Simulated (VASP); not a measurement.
A run of VASP 6.6.1 is set up as follows.

Contents of INCAR:

```
  PREC = Accurate
  ENCUT = 600
  EDIFF = 1E-6
  ISMEAR = 0
  SIGMA = 0.1
  LREAL = False
  LASPH = True
  NELM = 60
  ALGO = Fast
  ISIF = 3
  LWAVE = False
  LCHARG = False
  GGA = PE
  IBRION = 2
  NSW = 100
  EDIFFG = -0.01
```

File KPOINTS:

```
regular mesh
0
Gamma
  12 12 6
```

File POSCAR:

```
B3C2Br
1.0
    3.4349041870      0.0000000000      0.0000000000
    0.0000000000      3.4349041870      0.0000000000
    0.0000000000      0.0000000000      7.2066683167
B C Br
3 2 1
Direct
    0.0000000000      0.0000000000      0.5502822688
    0.5000000000      0.5000000000      0.7125309567
    0.0000000000      0.0000000000      0.7752503335
    0.5000000000      0.0000000000      0.7200300876
    0.0000000000      0.5000000000      0.7200300876
    0.0000000000      0.0000000000      0.2917346056
```

Potentials or basis: VASP PAW PBE potentials, release 64 (B, C, Br).

Command:

```sh
$ cat potpaw_PBE.64/B/POTCAR potpaw_PBE.64/C/POTCAR potpaw_PBE.64/Br/POTCAR > POTCAR
$ mpirun -np 1 vasp_std > vasp.out
```

Problem. Predict the band gap on the k mesh.

Solution. Zero (bands 12 and 13 overlap by 1.69 eV).

Problem. Estimate the relaxed volume.

Solution. 14.27 Å³/atom.

Problem. Predict the relaxed cell.

Solution. a = 3.448 Å, b = 3.448 Å, c = 7.203 Å, α = 90.00°, β = 90.00°, γ = 90.00°.

The path:
```tsv
step	energy change (eV)	largest force (eV/Å)	pressure (GPa)	volume (Å³)
1	0.0000	0.3547	0.51	85.03
2	0.0009	0.6944	0.03	85.58
3	-0.0050	0.1858	0.26	85.30
4	-0.0061	0.1215	-0.10	85.63
5	-0.0062	0.0805	-0.02	85.56
6	-0.0069	0.0342	-0.14	85.66
7	-0.0069	0.0344	-0.16	85.69
8	-0.0070	0.0210	0.06	85.56
9	-0.0070	0.0170	0.02	85.59
10	-0.0070	0.0169	0.02	85.59
11	-0.0070	0.0137	0.02	85.60
12	-0.0070	0.0273	0.01	85.61
13	-0.0070	0.0160	0.01	85.61
14	-0.0070	0.0095	0.00	85.63
```

Caveat: this functional lacks dispersion, which binds layers or chains, so the pressure and a relaxed spacing across them are unreliable.
